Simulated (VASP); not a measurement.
Wanted: the native input for a VASP 6.6.1 run.

* Task: single point
* Functional: LDA
* Potentials or basis: VASP PAW LDA potentials, release 64 (Si, O)
* Cutoff: 520 eV
* k mesh: 6 × 6 × 6
* Occupations: gaussian, width 0.02 eV
* Spin: no spin polarisation
* Dipole correction: no
* Further INCAR settings: ALGO = Normal; EDIFF = 1e-06; NBANDS = 44

The structure of SiO2 lies in POSCAR:

```
SiO2
1.0
    0.0000000000      4.6420310145      7.2913213328
    2.3205715306      0.0000000000      7.2913213328
    2.3205715306      4.6420310145      0.0000000000
Si O
4 8
Direct
    0.5626005728      0.5626005728      0.9373994272
    0.3126005728      0.3126005728      0.6873994272
    0.6873994272      0.6873994272      0.3126005728
    0.9373994272      0.9373994272      0.5626005728
    0.6250000000      0.1250000000      0.6250000000
    0.6250000000      0.6250000000      0.1250000000
    0.6250000000      0.6250000000      0.6250000000
    0.1250000000      0.6250000000      0.6250000000
    0.1817836554      0.8182163446      0.1817836554
    0.8182163446      0.1817836554      0.8182163446
    0.4317836554      0.0682163446      0.4317836554
    0.0682163446      0.4317836554      0.0682163446
```

These files were run (other wordings do the same):

INCAR

```
PREC = Accurate ; ENCUT = 520
EDIFF = 1E-6 ; ISMEAR = 0
SIGMA = 0.02 ; LREAL = F
LASPH = T ; NELM = 100
ALGO = Normal ; ISIF = 2
LWAVE = F ; LCHARG = T
GGA = CA ; LELF = T
LVHAR = T ; NBANDS = 44
```

KPOINTS

```
regular mesh
0
Gamma
  6 6 6
```

Potentials or basis: VASP PAW LDA potentials, release 64 (Si, O).

Run with:

```sh
$ cat potpaw_LDA.64/Si/POTCAR potpaw_LDA.64/O/POTCAR > POTCAR
$ mpirun -np 1 vasp_std > vasp.out
```

Results of the run:

```
Pressure               : 4.6 GPa
Largest force          : 0.040 eV/Å
Band gap on the k mesh : 5.71 eV
```

Caveat: the cell stands under pressure.

Wall time 11 min on 1 thread of Oxide Virtual Turin-like Processor (shared host), peak memory 0.4 GiB.
